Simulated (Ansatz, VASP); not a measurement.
# One calculation of MgS, two programs

```
Mg S
1.0
     3.29512    0.00000    0.00000
     0.00000    3.29512    0.00000
     0.00000    0.00000    3.29512
Mg S
1 1
Direct
  0.00000 0.00000 0.00000
  0.50000 0.50000 0.50000
```

Alike in both runs: task single point; functional r2SCAN; k mesh 6 × 6 × 6; occupations fermi-dirac, width 0.02 eV; no spin polarisation.

|  | VASP | Ansatz |
| --- | --- | --- |
| version | VASP 6.6.1 | Ansatz 0.2.0 |
| potentials or method | VASP PAW PBE potentials, release 64 (Mg, S) | plane waves, PAW |
| plane-wave cutoff (eV) | 520 | 500 |
| valence electrons in the cell | 8 | 16 |

|  | VASP | Ansatz | Ansatz less VASP |
| --- | --- | --- | --- |
| pressure (GPa) | -2.6 | -2.2 | +0.43 |

VASP's potentials were made for PBE, not for r2SCAN. VASP's potentials hold 8 valence electrons a cell and Ansatz's 16, so a difference there can come from the potentials and not from the codes.
